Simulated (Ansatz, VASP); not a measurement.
**NaI in VASP and in Ansatz**

```
Na I
1.0
     0.00000    3.23339    3.23339
     3.23339    0.00000    3.23339
     3.23339    3.23339    0.00000
Na I
1 1
Direct
  0.00000 0.00000 0.00000
  0.50000 0.50000 0.50000
```

Alike in both runs: functional r2SCAN; k mesh 6 × 6 × 6; occupations gaussian, width 0.02 eV; no spin polarisation.

Ansatz relaxed the structure, and its values are those at the end. VASP's run is a single point on that final structure, the one shown.

|  | VASP | Ansatz |
| --- | --- | --- |
| version | VASP 6.6.1 | Ansatz 0.2.0 |
| potentials or method | VASP PAW PBE potentials, release 64 (Na_pv, I), cutoff 520 eV | scalar-relativistic, plane waves, PAW |
| valence electrons in the cell | 14 | 26 |

VASP gave:

```
gap on the k mesh at the Fermi level (eV) : 4.45
least direct gap on the mesh (eV)         : 4.45
pressure (GPa)                            : -0.1
```

Q: What did Ansatz give for the same quantities?

A: gap on the k mesh at the Fermi level (eV): 4.44; least direct gap on the mesh (eV): 4.44; pressure (GPa): 0.0.

VASP's potentials were made for PBE, not for r2SCAN. VASP's potentials hold 14 valence electrons a cell and Ansatz's 26, so a difference there can come from the potentials and not from the codes.

Neither program's run includes spin-orbit coupling.
